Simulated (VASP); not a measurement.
# SnSe (Fm-3m) in VASP: notebook

SnSe is run at these levels: PBE, LDA; tasks: single point.

Everything below comes from runs of VASP 6.6.1. Logs are shortened: lines on timing, memory, paths and dates and some standing lists are left out, and cuts for length are marked.

### Step 1. The cell of the first run

The structure is cubic, space group Fm-3m (No. 225). The conventional cell has a = 6.020 Å, b = 6.020 Å, c = 6.020 Å, α = 90.00°, β = 90.00°, γ = 90.00°. Within 4.0 Å of Sn (site symmetry m-3m) lie 6 Se at 3.01 Å. Se (site symmetry m-3m) has 6 Sn at 3.01 Å within 4.0 Å.

### Step 2. Single point, PBE

Input file INCAR:

```
ALGO = Normal
EDIFF = 1E-6
ENCUT = 520
GGA = PE
ISIF = 2
ISMEAR = -1
LASPH = True
LCHARG = False
LREAL = False
LWAVE = False
NBANDS = 17
NELM = 100
PREC = Accurate
SIGMA = 0.05
```

Input file KPOINTS:

```
k-points
0
Gamma
  8 8 8
```

Input file POSCAR:

```
SnSe
1.0
    0.0000000000      3.0100000000      3.0100000000
    3.0100000000      0.0000000000      3.0100000000
    3.0100000000      3.0100000000      0.0000000000
Sn Se
1 1
Direct
    0.0000000000      0.0000000000      0.0000000000
    0.5000000000      0.5000000000      0.5000000000
```

Potentials or basis: VASP PAW PBE potentials, release 64 (Sn_d, Se).

Launch:

```
cat potpaw_PBE.64/Sn_d/POTCAR potpaw_PBE.64/Se/POTCAR > POTCAR
mpirun -np 1 vasp_std > vasp.out
```

OUTCAR:

```text
EDIFF = 1E-6
   ENCUT = 520
   GGA = PE
   ISIF = 2
   ISMEAR = -1
   LASPH = True
   LREAL = False
   NELM = 100
   PREC = Accurate

 ion  position               nearest neighbor table
   1  0.000  0.000  0.000-   2 3.01   2 3.01   2 3.01   2 3.01   2 3.01   2 3.01
   2  0.500  0.500  0.500-   1 3.01   1 3.01   1 3.01   1 3.01   1 3.01   1 3.01

  LATTYP: Found a face centered cubic cell.
 ALAT       =     6.0200000000

  Lattice vectors:

 A1 = (   0.0000000000,   3.0100000000,   3.0100000000)
 A2 = (   3.0100000000,   0.0000000000,   3.0100000000)
 A3 = (   3.0100000000,   3.0100000000,   0.0000000000)

Analysis of symmetry for initial positions (statically):
=====================================================================
 Subroutine PRICEL returns:
 Original cell was already a primitive cell.

 Routine SETGRP: Setting up the symmetry group for a
 face centered cubic supercell.

 Subroutine GETGRP returns: Found 48 space group operations
[... 9 lines left out ...]

 Routine SETGRP: Setting up the symmetry group for a
 face centered cubic supercell.

 Subroutine GETGRP returns: Found 48 space group operations
[... 11 lines left out ...]
                                     Primitive cell

  volume of cell :      54.5418

  direct lattice vectors                    reciprocal lattice vectors
     0.000000000  3.010000000  3.010000000    -0.166112957  0.166112957  0.166112957
     3.010000000  0.000000000  3.010000000     0.166112957 -0.166112957  0.166112957
     3.010000000  3.010000000  0.000000000     0.166112957  0.166112957 -0.166112957

  length of vectors
     4.256782823  4.256782823  4.256782823     0.287716081  0.287716081  0.287716081

  position of ions in fractional coordinates (direct lattice)
     0.000000000  0.000000000  0.000000000
     0.500000000  0.500000000  0.500000000

  ion indices of the primitive-cell ions
   primitive index   ion index
                 1           1
                 2           2

----------------------------------------------------------------------------------------

 KPOINTS: k-points

Automatic generation of k-mesh.
 Grid dimensions read from file:
 generate k-points for:    8    8    8

 Generating k-lattice:

  Cartesian coordinates                     Fractional coordinates (reciprocal lattice)
    -0.020764120  0.020764120  0.020764120     0.125000000  0.000000000  0.000000000
     0.020764120 -0.020764120  0.020764120     0.000000000  0.125000000  0.000000000
     0.020764120  0.020764120 -0.020764120     0.000000000  0.000000000  0.125000000

  Length of vectors
     0.035964510  0.035964510  0.035964510

  Shift w.r.t. Gamma in fractional coordinates (k-lattice)
     0.000000000  0.000000000  0.000000000

 Subroutine IBZKPT returns following result:
 ===========================================

 Found     29 irreducible k-points:

 Following reciprocal coordinates:
            Coordinates               Weight
  0.000000  0.000000  0.000000      1.000000
  0.125000  0.000000  0.000000      8.000000
  0.250000  0.000000  0.000000      8.000000
  0.375000  0.000000  0.000000      8.000000
  0.500000  0.000000  0.000000      4.000000
  0.125000  0.125000  0.000000      6.000000
[... 16 lines left out ...]
  0.500000  0.250000  0.125000     48.000000
 -0.375000  0.250000  0.125000     24.000000
 [... further k-points ...]
   k-points           NKPTS =     29   k-points in BZ     NKDIM =     29   number of bands    NBANDS=     17
   number of dos      NEDOS =    301   number of ions     NIONS =      2
   total plane-waves  NPLWV =  32768
   dimension x,y,z NGX =    32 NGY =   32 NGZ =   32
   dimension x,y,z NGXF=    64 NGYF=   64 NGZF=   64
   ions per type =               1   1
   NGX,Y,Z   is equivalent  to a cutoff of  12.50, 12.50, 12.50 a.u.
   NGXF,Y,Z  is equivalent  to a cutoff of  24.99, 24.99, 24.99 a.u.
 SYSTEM =  unknown system
   PREC   = accura    normal or accurate (medium, high low for compatibility)
   ISTART =      0    job   : 0-new  1-cont  2-samecut
   ICHARG =      2    charge: 1-file 2-atom 10-const
   ISPIN  =      1    spin polarized calculation?
   LNONCOLLINEAR =      F non collinear calculations
   LSORBIT =      F    spin-orbit coupling
   LASPH  =      T    aspherical Exc in radial PAW
   ENCUT  =  520.0 eV  38.22 Ry    6.18 a.u.   7.91  7.91  7.91*2*pi/ulx,y,z
   NELM   =    100;   NELMIN=  2; NELMDL= -5     # of ELM steps
   EDIFF  = 0.1E-05   stopping-criterion for ELM
   LREAL  =      F    real-space projection
   EDIFFG = 0.1E-04   stopping-criterion for IOM
   NSW    =      0    number of steps for IOM
   IBRION =     -1    ionic relax: 0-MD 1-quasi-New 2-CG
   NFREE  =      0    steps in history (QN), initial steepest desc. (CG)
   ISIF   =      2    stress and relaxation
   ISYM   =      2    0-nonsym 1-usesym 2-fastsym
   POTIM  = 0.5000    time-step for ionic-motion
   TEBEG  =    0.0;   TEEND  =   0.0 temperature during run
   PSTRESS=    0.0 pullay stress
   NELECT =      20.0000    total number of electrons
   NUPDOWN=      -1.0000    fix difference up-down
   EMIN   =  10.00;   EMAX   =-10.00  energy-range for DOS
   EFERMI =   0.00;   METHOD = LEGACY
   ISMEAR =    -1;   SIGMA  =   0.05  broadening in eV -4-tet -1-fermi 0-gaus
   EFERMI_NEDOS =   21; number of points for ismear=-14 and -15
   IALGO  =     38    algorithm
   IMIX   =      4    mixing-type and parameters
     AMIX     =   0.40;   BMIX     =  1.00
     AMIX_MAG =   1.60;   BMIX_MAG =  1.00
  volume/ion in A,a.u.               =      27.27       184.03
  Fermi-wavevector in a.u.,A,eV,Ry     =   1.171768  2.214321 18.681350  1.373040
  Thomas-Fermi vector in A             =   2.308207
   LORBIT       =      0    0 simple, 1 ext, 2 COOP (PROOUT), +10 PAW based schemes
   GGA     = PE    functional components
   LHFCALC =     F    Hartree Fock is set to
   AEXX    =    0.0000 exact exchange contribution
   IVDW    =     0    specifies the selected vdW correction
   LEPSILON=     F    determine dielectric tensor
   LRPA    =     F    only Hartree local field effects (RPA)
 non-spin polarized calculation
  energy-cutoff  :      520.00
  volume of cell :       54.54
 maximum number of plane-waves:      1480
   NGX = 15   NGY = 15   NGZ = 15

 number of electron      20.0000005 magnetization

 Free energy of the ion-electron system (eV)
  ---------------------------------------------------
  ext. energy  EPLUGINS =         0.00000000
  ---------------------------------------------------
  free energy    TOTEN  =        -8.21895250 eV

  energy without entropy =       -8.21890292  energy(sigma->0) =       -8.21892771

 E-fermi :   5.8609     XC(G=0):  -9.5995

 val. band max:        5.5840936561   @ k =   0.5000   0.0000   0.0000
 cond. band min:       6.1660679620   @ k =   0.5000   0.0000   0.0000
 fundamental gap:      0.5819743059
 Fermi energy:         5.8608567396

 k-point     1 :       0.0000    0.0000    0.0000
  band No.  band energies     occupation
      1     -16.0186      2.00000
      2     -16.0186      2.00000
      3     -16.0186      2.00000
      4     -16.0164      2.00000
      5     -16.0164      2.00000
      6      -8.2797      2.00000
[... 9 lines left out ...]
     16      11.4535      0.00000
     17      13.7427      0.00000

 k-point     2 :       0.1250    0.0000    0.0000
  band No.  band energies     occupation
      1     -16.0183      2.00000
      2     -16.0183      2.00000
      3     -16.0182      2.00000
      4     -16.0159      2.00000
      5     -16.0159      2.00000
      6      -8.1706      2.00000
[... 9 lines left out ...]
     16      11.8228      0.00000
     17      14.7670      0.00000

 k-point     3 :       0.2500    0.0000    0.0000
  band No.  band energies     occupation
      1     -16.0209      2.00000
      2     -16.0209      2.00000
      3     -16.0173      2.00000
      4     -16.0117      2.00000
      5     -16.0117      2.00000
      6      -7.8769      2.00000
[... 9 lines left out ...]
     16      12.7815      0.00000
     17      16.9212      0.00000

 k-point     4 :       0.3750    0.0000    0.0000
  band No.  band energies     occupation
      1     -16.0236      2.00000
      2     -16.0236      2.00000
      3     -16.0165      2.00000
      4     -16.0072      2.00000
      5     -16.0072      2.00000
      6      -7.5223      2.00000
[... 9 lines left out ...]
     16      14.2552      0.00000
     17      17.0149      0.00000

 k-point     5 :       0.5000    0.0000    0.0000
  band No.  band energies     occupation
      1     -16.0248      2.00000
      2     -16.0248      2.00000
      3     -16.0161      2.00000
      4     -16.0053      2.00000
      5     -16.0053      2.00000
      6      -7.3485      2.00000
[... 9 lines left out ...]
     16      15.7924      0.00000
     17      15.7924      0.00000

 k-point     6 :       0.1250    0.1250    0.0000
  band No.  band energies     occupation
      1     -16.0195      2.00000
      2     -16.0193      2.00000
      3     -16.0161      2.00000
      4     -16.0161      2.00000
      5     -16.0153      2.00000
      6      -8.1342      2.00000
[... 9 lines left out ...]
     16      12.4880      0.00000
     17      13.9440      0.00000
[... 281 lines left out ...]
 k-point    21 :       0.5000    0.5000    0.0000
  band No.  band energies     occupation
      1     -16.0446      2.00000
      2     -16.0251      2.00000
      3     -16.0088      2.00000
      4     -16.0011      2.00000
      5     -16.0011      2.00000
      6      -7.0722      2.00000
[... 9 lines left out ...]
     16      17.2121      0.00000
     17      18.2041      0.00000

 k-point    22 :       0.3750    0.2500    0.1250
  band No.  band energies     occupation
      1     -16.0263      2.00000
      2     -16.0191      2.00000
      3     -16.0172      2.00000
      4     -16.0102      2.00000
      5     -16.0080      2.00000
      6      -7.6432      2.00000
[... 9 lines left out ...]
     16      15.0117      0.00000
     17      15.1746      0.00000

 k-point    23 :       0.5000    0.2500    0.1250
  band No.  band energies     occupation
      1     -16.0289      2.00000
      2     -16.0190      2.00000
      3     -16.0162      2.00000
      4     -16.0084      2.00000
      5     -16.0059      2.00000
      6      -7.3433      2.00000
[... 9 lines left out ...]
     16      15.2730      0.00000
     17      16.6693      0.00000

 k-point    24 :      -0.3750    0.2500    0.1250
  band No.  band energies     occupation
      1     -16.0298      2.00000
      2     -16.0200      2.00000
      3     -16.0134      2.00000
      4     -16.0097      2.00000
      5     -16.0045      2.00000
      6      -7.2023      2.00000
[... 9 lines left out ...]
     16      16.3816      0.00000
     17      16.4645      0.00000

 [... further k-points ...]
[... 5 lines left out ...]
  --------------------------------------------------------------------------------------
  -------------------------------------------------------------------------------------
  Total        0.3091472      0.3091472      0.3091472     -0.0000000      0.0000000      0.0000000
  in kB        9.0812671      9.0812671      9.0812671     -0.0000000      0.0000000      0.0000000
  external PRESSURE =       9.0812671 kB  Pullay stress =       0.0000000 kB

 VOLUME and BASIS-vectors are now :
 -----------------------------------------------------------------------------
  energy-cutoff  :      520.00
  volume of cell :       54.54
      direct lattice vectors                 reciprocal lattice vectors
     0.000000000  3.010000000  3.010000000    -0.166112957  0.166112957  0.166112957
     3.010000000  0.000000000  3.010000000     0.166112957 -0.166112957  0.166112957
     3.010000000  3.010000000  0.000000000     0.166112957  0.166112957 -0.166112957

 POSITION                                       TOTAL-FORCE (eV/Angst)
 -----------------------------------------------------------------------------------
      0.00000      0.00000      0.00000        -0.000000     -0.000000     -0.000000
      3.01000      3.01000      3.01000         0.000000      0.000000      0.000000
 -----------------------------------------------------------------------------------
    total drift:                                0.000000     -0.000000     -0.000000

  FREE ENERGIE OF THE ION-ELECTRON SYSTEM (eV)
  ---------------------------------------------------
  free  energy   TOTEN  =        -8.2189525006 eV

  energy  without entropy=       -8.2189029223  energy(sigma->0) =       -8.21892771
```

Run time: 22 s. Hardware: 1 thread of AMD EPYC 7R43 (Zen 3), shared host; peak memory 0.15 GiB.

What came out:

| Quantity | Value |
| --- | --- |
| Free energy | -8.2190 eV |
| Pressure | 0.9 GPa |
| Band gap on the k mesh | 0.58 eV, direct |

Caveat: spin-orbit coupling is left out, which moves the levels of the heavy elements.

### Step 3. Single point, LDA

Input file INCAR:

```
SYSTEM = SnSe
  ALGO = Normal
  EDIFF = 1E-6
  ENCUT = 520
  ISIF = 2
  ISMEAR = -1
  LASPH = .TRUE.
  LCHARG = .TRUE.
  LELF = .TRUE.
  LREAL = .FALSE.
  LVHAR = .TRUE.
  LWAVE = .FALSE.
  NBANDS = 17
  NELM = 80
  PREC = Accurate
  SIGMA = 0.05
```

Input file KPOINTS:

```
k-points
0
G
  8 8 8
  0 0 0
```

POSCAR is that of step 2.

Potentials or basis: VASP PAW LDA potentials, release 64 (Sn_d, Se).

Launch:

```
cat potpaw_LDA.64/Sn_d/POTCAR potpaw_LDA.64/Se/POTCAR > POTCAR
mpirun -np 1 vasp_std > vasp.out
```

Run time: 23 s. Hardware: 1 thread of AMD EPYC 7R43 (Zen 3), shared host; peak memory 0.13 GiB.

It converged, with:

- Free energy: -9.4749 eV
- Pressure: -3.3 GPa
- Band gap on the k mesh: 0.63 eV, direct

Levels at points of the mesh, in eV from the valence-band top:
```csv
k point,band 8,band 9,band 10,band 11,band 12,band 13
"(0.00, 0.00, 0.00)",-2.07,-2.07,-2.07,4.32,4.32,4.32
"(0.50, 0.00, 0.00)",-1.81,-1.81,0.00,0.63,1.28,1.28
"(0.50, 0.50, 0.00)",-5.37,-3.53,-3.53,3.08,5.35,5.35
```

Caveat: spin-orbit coupling is left out, which moves the levels of the heavy elements. A k mesh can miss the band edges.

### Step 4. Single point, PBE

This run uses another cell than the first one, of 27.78 Å³/atom, 1.019 times its volume.

Input file INCAR:

```
  ALGO = Normal
  EDIFF = 1E-6
  ENCUT = 520
  GGA = PE
  ISIF = 2
  ISMEAR = -1
  LASPH = T
  LCHARG = F
  LREAL = F
  LWAVE = F
  NBANDS = 17
  NELM = 60
  PREC = Accurate
  SIGMA = 0.05
```

Input file KPOINTS:

```
k-points
0
Gamma
  8 8 8
```

Input file POSCAR:

```
SnSe
1.0
    0.0000000000      3.0286180014      3.0286180014
    3.0286180014      0.0000000000      3.0286180014
    3.0286180014      3.0286180014      0.0000000000
Sn Se
1 1
Direct
    0.0000000000      0.0000000000      0.0000000000
    0.5000000000      0.5000000000      0.5000000000
```

Potentials or basis: VASP PAW PBE potentials, release 64 (Sn_d, Se).

Launch:

```
cat potpaw_PBE.64/Sn_d/POTCAR potpaw_PBE.64/Se/POTCAR > POTCAR
mpirun -np 1 vasp_std > vasp.out
```

Wall time 24 s (1 thread of AMD EPYC 7R43 (Zen 3), shared host); peak memory 0.15 GiB.

It converged, with:

```yaml
Free_energy: -8.2220 eV
Pressure: 0.0 GPa
Band_gap_on_the_k_mesh: 0.50 eV, direct
```

Levels at points of the mesh, in eV from the valence-band top:
| k point | band 7 | band 8 | band 9 | band 10 | band 11 | band 12 | band 13 | band 14 |
| --- | --- | --- | --- | --- | --- | --- | --- | --- |
| (0.00, 0.00, 0.00) | -5.13 | -2.15 | -2.15 | -2.15 | 4.24 | 4.24 | 4.24 | 5.88 |
| (0.50, 0.00, 0.00) | -7.96 | -1.91 | -1.91 | 0.00 | 0.50 | 1.25 | 1.25 | 8.19 |
| (0.50, 0.50, 0.00) | -6.01 | -5.35 | -3.56 | -3.56 | 3.08 | 5.24 | 5.24 | 5.84 |

Caveat: spin-orbit coupling is left out, which moves the levels of the heavy elements.

### Step 5. Overview

| level | potentials or basis | cell | gap on the mesh (eV) | pressure (GPa) |
| --- | --- | --- | --- | --- |
| PBE | VASP PAW PBE potentials, release 64 (Sn_d, Se) | a = 4.257 Å, angles 60.0°, 2 atoms | 0.58 | 0.9 |
| LDA | VASP PAW LDA potentials, release 64 (Sn_d, Se) | a = 4.257 Å, angles 60.0°, 2 atoms | 0.63 | -3.3 |
| PBE | VASP PAW PBE potentials, release 64 (Sn_d, Se) | a = 4.283 Å, angles 60.0°, 2 atoms | 0.50 | 0.0 |

Alike in all rows: task single point; no spin polarisation; k mesh 8 × 8 × 8; cutoff (eV) 520; smearing fermi-dirac 0.05 eV.

Caveats: spin-orbit coupling is left out, which moves the levels of the heavy elements.

Total energies depend on the potentials used, so only differences within one code and one set of settings carry meaning.
